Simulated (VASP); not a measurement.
# Hg in VASP: further runs

The runs below take Hg through relaxation of the atoms, single point, with PBE, BLYP, RPBE.

Program: VASP 6.6.1. These are calculated values, not measurements. Logs are shortened: lines on timing, memory, paths and dates and some standing lists are left out, and cuts for length are marked.

## 1. The cell of the first run

It takes space group Fm-3m (No. 225, cubic). Conventional cell: a = 4.784 Å, b = 4.784 Å, c = 4.784 Å, α = 90.00°, β = 90.00°, γ = 90.00°. Hg (site symmetry m-3m) has 12 Hg at 3.38 Å within 4.4 Å.

## 2. Relaxation of the atoms, PBE

The input, INCAR:

```
PREC     = Accurate       # precision mode
ENCUT    = 520            # plane-wave cutoff, eV
EDIFF    = 1E-6           # SCF threshold, eV
ISMEAR   = 0              # smearing method
SIGMA    = 0.1            # smearing width, eV
LREAL    = False          # projectors in reciprocal space
LASPH    = True           # aspherical terms in the spheres
NELM     = 80             # most SCF steps
ALGO     = Normal         # electronic algorithm
ISIF     = 2              # what is computed and relaxed
LWAVE    = False          # write WAVECAR
LCHARG   = False          # write CHGCAR
GGA      = PE             # functional
IBRION   = 2              # ionic algorithm
NSW      = 50             # ionic steps
EDIFFG   = -0.003         # ionic threshold
ISYM     = 0
```

The input, KPOINTS:

```
Automatic mesh
0
Gamma
  2 2 2
  0.63 0.03 0.93
```

The input, POSCAR:

```
Hg
1.0
    0.0000000000      2.3919113801      2.3919113801
    2.3919113801      0.0000000000      2.3919113801
    2.3919113801      2.3919113801      0.0000000000
Hg
1
Direct
    0.0000000000      0.0000000000      0.0000000000
```

Potentials or basis: VASP PAW PBE potentials, release 64 (Hg).

Run with:

```
cat potpaw_PBE.64/Hg/POTCAR > POTCAR
mpirun -np 1 vasp_std > vasp.out
```

OUTCAR:

```text
PREC = Accurate
   ENCUT = 520
   EDIFF = 1E-6
   ISMEAR = 0
   LREAL = False
   LASPH = True
   NELM = 80
   ISIF = 2
   GGA = PE
   IBRION = 2
   NSW = 50
   EDIFFG = -0.003
   ISYM = 0

 ion  position               nearest neighbor table
   1  0.000  0.000  0.000-

IMPORTANT INFORMATION: All symmetrisations will be switched off!
NOSYMM: (Re-)initialisation of all symmetry stuff for point group C_1.

----------------------------------------------------------------------------------------

                                     Primitive cell

  volume of cell :      27.3694

  direct lattice vectors                    reciprocal lattice vectors
     0.000000000  2.391911380  2.391911380    -0.209037845  0.209037845  0.209037845
     2.391911380  0.000000000  2.391911380     0.209037845 -0.209037845  0.209037845
     2.391911380  2.391911380  0.000000000     0.209037845  0.209037845 -0.209037845

  length of vectors
     3.382673514  3.382673514  3.382673514     0.362064168  0.362064168  0.362064168

  position of ions in fractional coordinates (direct lattice)
     0.000000000  0.000000000  0.000000000

  ion indices of the primitive-cell ions
   primitive index   ion index
                 1           1

----------------------------------------------------------------------------------------

 KPOINTS: Automatic mesh

Automatic generation of k-mesh.
 Grid dimensions read from file:
 generate k-points for:    2    2    2

 Generating k-lattice:

  Cartesian coordinates                     Fractional coordinates (reciprocal lattice)
    -0.104518922  0.104518922  0.104518922     0.500000000  0.000000000  0.000000000
     0.104518922 -0.104518922  0.104518922     0.000000000  0.500000000  0.000000000
     0.104518922  0.104518922 -0.104518922     0.000000000  0.000000000  0.500000000

  Length of vectors
     0.181032084  0.181032084  0.181032084

  Shift w.r.t. Gamma in fractional coordinates (k-lattice)
     0.630000000  0.030000000  0.930000000

 Subroutine IBZKPT returns following result:
 ===========================================

 Found    192 irreducible k-points:

 Following reciprocal coordinates:
            Coordinates               Weight
 -0.185000  0.015000 -0.035000      2.000000
 -0.035000 -0.185000  0.015000      2.000000
  0.015000 -0.035000 -0.185000      2.000000
  0.015000  0.050000  0.200000      2.000000
 -0.185000 -0.200000 -0.150000      2.000000
 -0.035000  0.150000 -0.050000      2.000000
[... 16 lines left out ...]
 -0.015000  0.185000  0.035000      2.000000
  0.035000 -0.015000  0.185000      2.000000
 [... further k-points ...]
   k-points           NKPTS =    192   k-points in BZ     NKDIM =    192   number of bands    NBANDS=     10
   number of dos      NEDOS =    301   number of ions     NIONS =      1
   total plane-waves  NPLWV =  21952
   dimension x,y,z NGX =    28 NGY =   28 NGZ =   28
   dimension x,y,z NGXF=    56 NGYF=   56 NGZF=   56
   ions per type =               1
   NGX,Y,Z   is equivalent  to a cutoff of  13.76, 13.76, 13.76 a.u.
   NGXF,Y,Z  is equivalent  to a cutoff of  27.52, 27.52, 27.52 a.u.
 SYSTEM =  unknown system
   PREC   = accura    normal or accurate (medium, high low for compatibility)
   ISTART =      0    job   : 0-new  1-cont  2-samecut
   ICHARG =      2    charge: 1-file 2-atom 10-const
   ISPIN  =      1    spin polarized calculation?
   LNONCOLLINEAR =      F non collinear calculations
   LSORBIT =      F    spin-orbit coupling
   LASPH  =      T    aspherical Exc in radial PAW
   ENCUT  =  520.0 eV  38.22 Ry    6.18 a.u.   6.29  6.29  6.29*2*pi/ulx,y,z
   NELM   =     80;   NELMIN=  2; NELMDL= -5     # of ELM steps
   EDIFF  = 0.1E-05   stopping-criterion for ELM
   LREAL  =      F    real-space projection
   EDIFFG = -.3E-02   stopping-criterion for IOM
   NSW    =     50    number of steps for IOM
   IBRION =      2    ionic relax: 0-MD 1-quasi-New 2-CG
   NFREE  =      1    steps in history (QN), initial steepest desc. (CG)
   ISIF   =      2    stress and relaxation
   ISYM   =      0    0-nonsym 1-usesym 2-fastsym
   POTIM  = 0.5000    time-step for ionic-motion
   TEBEG  =    0.0;   TEEND  =   0.0 temperature during run
   PSTRESS=    0.0 pullay stress
   NELECT =      12.0000    total number of electrons
   NUPDOWN=      -1.0000    fix difference up-down
   EMIN   =  10.00;   EMAX   =-10.00  energy-range for DOS
   EFERMI =   0.00;   METHOD = LEGACY
   ISMEAR =     0;   SIGMA  =   0.10  broadening in eV -4-tet -1-fermi 0-gaus
   EFERMI_NEDOS =   21; number of points for ismear=-14 and -15
   IALGO  =     38    algorithm
   IMIX   =      4    mixing-type and parameters
     AMIX     =   0.40;   BMIX     =  1.00
     AMIX_MAG =   1.60;   BMIX_MAG =  1.00
  volume/ion in A,a.u.               =      27.37       184.70
  Fermi-wavevector in a.u.,A,eV,Ry     =   1.243694  2.350241 21.045144  1.546774
  Thomas-Fermi vector in A             =   2.377993
   LORBIT       =      0    0 simple, 1 ext, 2 COOP (PROOUT), +10 PAW based schemes
   GGA     = PE    functional components
   LHFCALC =     F    Hartree Fock is set to
   AEXX    =    0.0000 exact exchange contribution
   IVDW    =     0    specifies the selected vdW correction
   LEPSILON=     F    determine dielectric tensor
   LRPA    =     F    only Hartree local field effects (RPA)
 conjugate gradient relaxation of ions
 non-spin polarized calculation
 Gauss-broadening in eV      SIGMA  =   0.10
  energy-cutoff  :      520.00
  volume of cell :       27.37
 maximum number of plane-waves:       751
 NGX is ok and might be reduce to    28
   NGX = 13   NGY = 13   NGZ = 13

 number of electron      11.9999999 magnetization

 Free energy of the ion-electron system (eV)
  ---------------------------------------------------
  ext. energy  EPLUGINS =         0.00000000
  ---------------------------------------------------
  free energy    TOTEN  =        -0.06967552 eV

  energy without entropy =       -0.06967552  energy(sigma->0) =       -0.06967552

 E-fermi :   0.8775     XC(G=0): -10.0487

 val. band max:        0.3908158834   @ k =  -0.3500   0.2000  -0.3150
 cond. band min:       1.9400576176   @ k =   0.3500  -0.1850  -0.2000
 fundamental gap:      1.5492417342
 Fermi energy:         0.8774763058

 k-point     1 :      -0.1850    0.0150   -0.0350
  band No.  band energies     occupation
      1      -5.6049      2.00000
      2      -4.8733      2.00000
      3      -4.7735      2.00000
      4      -4.7499      2.00000
      5      -4.4400      2.00000
      6      -4.3649      2.00000
      7      10.0786      0.00000
      8      13.6807      0.00000
      9      14.5382      0.00000
     10      15.5986      0.00000

 k-point     2 :      -0.0350   -0.1850    0.0150
  band No.  band energies     occupation
      1      -5.6049      2.00000
      2      -4.8733      2.00000
      3      -4.7735      2.00000
      4      -4.7499      2.00000
      5      -4.4400      2.00000
      6      -4.3649      2.00000
      7      10.0786      0.00000
      8      13.6807      0.00000
      9      14.5382      0.00000
     10      15.5986      0.00000

 k-point     3 :       0.0150   -0.0350   -0.1850
  band No.  band energies     occupation
      1      -5.6049      2.00000
      2      -4.8733      2.00000
      3      -4.7735      2.00000
      4      -4.7499      2.00000
      5      -4.4400      2.00000
      6      -4.3649      2.00000
      7      10.0786      0.00000
      8      13.6807      0.00000
      9      14.5382      0.00000
     10      15.5986      0.00000

 k-point     4 :       0.0150    0.0500    0.2000
  band No.  band energies     occupation
      1      -5.6049      2.00000
      2      -4.8733      2.00000
      3      -4.7735      2.00000
      4      -4.7499      2.00000
      5      -4.4400      2.00000
      6      -4.3649      2.00000
      7      10.0786      0.00000
      8      13.6807      0.00000
      9      14.5382      0.00000
     10      15.5986      0.00000

 k-point     5 :      -0.1850   -0.2000   -0.1500
  band No.  band energies     occupation
      1      -5.6049      2.00000
      2      -4.8733      2.00000
      3      -4.7735      2.00000
      4      -4.7499      2.00000
      5      -4.4400      2.00000
      6      -4.3649      2.00000
      7      10.0786      0.00000
      8      13.6807      0.00000
      9      14.5382      0.00000
     10      15.5986      0.00000

 k-point     6 :      -0.0350    0.1500   -0.0500
  band No.  band energies     occupation
      1      -5.6049      2.00000
      2      -4.8733      2.00000
      3      -4.7735      2.00000
      4      -4.7499      2.00000
      5      -4.4400      2.00000
      6      -4.3649      2.00000
      7      10.0786      0.00000
      8      13.6807      0.00000
      9      14.5382      0.00000
     10      15.5986      0.00000
[... 183 lines left out ...]
 k-point    21 :       0.2000    0.1850    0.1500
  band No.  band energies     occupation
      1      -5.6049      2.00000
      2      -4.8733      2.00000
      3      -4.7735      2.00000
      4      -4.7499      2.00000
      5      -4.4400      2.00000
      6      -4.3649      2.00000
      7      10.0786      0.00000
      8      13.6807      0.00000
      9      14.5382      0.00000
     10      15.5986      0.00000

 k-point    22 :       0.1850    0.0350   -0.0150
  band No.  band energies     occupation
      1      -5.6049      2.00000
      2      -4.8733      2.00000
      3      -4.7735      2.00000
      4      -4.7499      2.00000
      5      -4.4400      2.00000
      6      -4.3649      2.00000
      7      10.0786      0.00000
      8      13.6807      0.00000
      9      14.5382      0.00000
     10      15.5986      0.00000

 k-point    23 :      -0.0150    0.1850    0.0350
  band No.  band energies     occupation
      1      -5.6049      2.00000
      2      -4.8733      2.00000
      3      -4.7735      2.00000
      4      -4.7499      2.00000
      5      -4.4400      2.00000
      6      -4.3649      2.00000
      7      10.0786      0.00000
      8      13.6807      0.00000
      9      14.5382      0.00000
     10      15.5986      0.00000

 k-point    24 :       0.0350   -0.0150    0.1850
  band No.  band energies     occupation
      1      -5.6049      2.00000
      2      -4.8733      2.00000
      3      -4.7735      2.00000
      4      -4.7499      2.00000
      5      -4.4400      2.00000
      6      -4.3649      2.00000
      7      10.0786      0.00000
      8      13.6807      0.00000
      9      14.5382      0.00000
     10      15.5986      0.00000

 [... further k-points ...]

------------------------ aborting loop because EDIFF is reached ----------------------------------------

  FORCE on cell =-STRESS in cart. coord.  units (eV):
  Direction    XX          YY          ZZ          XY          YZ          ZX
  --------------------------------------------------------------------------------------
  -------------------------------------------------------------------------------------
  Total        0.3619838      0.3619838      0.3619839      0.0000003      0.0000003      0.0000004
  in kB       21.1901727     21.1901727     21.1901780      0.0000194      0.0000196      0.0000208
  external PRESSURE =      21.1901745 kB  Pullay stress =       0.0000000 kB

 VOLUME and BASIS-vectors are now :
 -----------------------------------------------------------------------------
  energy-cutoff  :      520.00
  volume of cell :       27.37
      direct lattice vectors                 reciprocal lattice vectors
     0.000000000  2.391911380  2.391911380    -0.209037845  0.209037845  0.209037845
     2.391911380  0.000000000  2.391911380     0.209037845 -0.209037845  0.209037845
     2.391911380  2.391911380  0.000000000     0.209037845  0.209037845 -0.209037845

 POSITION                                       TOTAL-FORCE (eV/Angst)
 -----------------------------------------------------------------------------------
      0.00000      0.00000      0.00000        -0.000000      0.000000     -0.000000
 -----------------------------------------------------------------------------------
    total drift:                               -0.000000      0.000000     -0.000000

  FREE ENERGIE OF THE ION-ELECTRON SYSTEM (eV)
  ---------------------------------------------------
  free  energy   TOTEN  =        -0.0696755212 eV

  energy  without entropy=       -0.0696755212  energy(sigma->0) =       -0.06967552

 reached required accuracy - stopping structural energy minimisation
```

It took 75 s on 1 thread of Intel Xeon 8259CL, shared host; peak memory 0.2 GiB.

The run converged, but its numbers aren't listed here, since they failed a check.

Caveat: the k points lie up to 1.14 Å⁻¹ apart; the relaxation stopped at its first step, so nothing moved; the mesh shows a gap though the element is a metal; spin-orbit coupling is left out, which moves the levels of the heavy elements.

## 3. Single point, BLYP, collinear spin, ferromagnetic start

This run uses another cell than the first one, of 26.61 Å³/atom, 0.972 times its volume.

The input, INCAR:

```
PREC = Accurate ; ENCUT = 520
EDIFF = 1E-7 ; ISMEAR = 0
SIGMA = 0.1 ; LREAL = False
LASPH = True ; NELM = 150
ALGO = Fast ; ISIF = 2
LWAVE = False ; LCHARG = False
ISPIN = 2 ; MAGMOM = 5
LORBIT = 11 ; GGA = B5
ALDAX = 1.0 ; AGGAX = 1.0
AGGAC = 1.0 ; ALDAC = 0.0
NBANDS = 16
```

The input, KPOINTS:

```
Automatic mesh
0
Gamma
  4 4 4
```

The input, POSCAR:

```
Hg
1.0
    0.0311660853      2.3655555416      2.3542785300
    2.4075080318     -0.0105238062      2.3959684214
    2.3711141519      2.3708515532      0.0258700737
Hg
1
Direct
    0.0000000000      0.0000000000      0.0000000000
```

Potentials or basis: VASP PAW PBE potentials, release 64 (Hg).

Run with:

```
cat potpaw_PBE.64/Hg/POTCAR > POTCAR
mpirun -np 1 vasp_std > vasp.out
```

Wall time 95 s (1 thread of Intel Xeon 8259CL, shared host); peak memory 0.18 GiB.

The run converged. Its results:

| Quantity | Value |
| --- | --- |
| Free energy | 0.2794 eV |
| Pressure | 4.5 GPa |
| Band gap on the k mesh | zero (filled and empty bands overlap) |
| Net moment | 0.00 μB per cell |
| Valence electrons inside the program's atomic spheres | Hg 10.45 |

Stress tensor (GPa, compression positive):
```
 4.68  0.05 -0.50
 0.05  4.98  0.13
-0.50  0.13  3.90
```

Levels at points of the mesh, in eV from the Fermi level:
Spin up:
| k point | band 4 | band 5 | band 6 | band 7 | band 8 | band 9 |
| --- | --- | --- | --- | --- | --- | --- |
| (0.00, 0.00, 0.00) | -6.49 | -6.05 | -6.04 | 13.26 | 13.52 | 14.12 |
| (0.50, 0.00, 0.00) | -5.63 | -5.58 | -1.57 | -0.73 | 11.25 | 11.37 |
| (0.00, 0.50, 0.00) | -5.65 | -5.61 | -1.92 | -0.87 | 11.63 | 11.90 |
| (0.50, 0.50, 0.00) | -5.51 | -5.50 | 0.12 | 0.44 | 6.72 | 6.78 |
| (0.00, 0.00, 0.50) | -5.64 | -5.58 | -1.62 | -0.75 | 11.25 | 11.48 |
| (0.50, 0.00, 0.50) | -5.51 | -5.50 | 0.04 | 0.39 | 6.42 | 7.22 |
| (0.00, 0.50, 0.50) | -5.52 | -5.49 | 0.05 | 0.39 | 6.72 | 6.91 |
| (0.50, 0.50, 0.50) | -5.66 | -5.60 | -1.84 | -0.84 | 11.48 | 11.82 |
Spin down:
```
           k point  band 3  band 4  band 5  band 6  band 7  band 8  band 9  band 10
(0.00, 0.00, 0.00)   -6.56   -6.49   -6.05   -6.04   13.26   13.52   14.12    14.25
(0.50, 0.00, 0.00)   -6.51   -5.63   -5.58   -1.57   -0.73   11.25   11.37    13.04
(0.00, 0.50, 0.00)   -6.49   -5.65   -5.61   -1.92   -0.87   11.63   11.90    13.31
(0.50, 0.50, 0.00)   -5.65   -5.51   -5.50    0.12    0.44    6.72    6.78    11.09
(0.00, 0.00, 0.50)   -6.50   -5.64   -5.58   -1.62   -0.75   11.25   11.48    13.08
(0.50, 0.00, 0.50)   -5.65   -5.51   -5.50    0.04    0.39    6.42    7.22    11.07
(0.00, 0.50, 0.50)   -5.65   -5.52   -5.49    0.05    0.39    6.72    6.91    11.16
(0.50, 0.50, 0.50)   -6.48   -5.66   -5.60   -1.84   -0.84   11.48   11.82    13.26
```

Caveat: the k points lie up to 0.58 Å⁻¹ apart; the PAW data sets were made with another functional, which shifts forces and pressure a little; spin-orbit coupling is left out, which moves the levels of the heavy elements.

(Continued in part 2 of 2.)
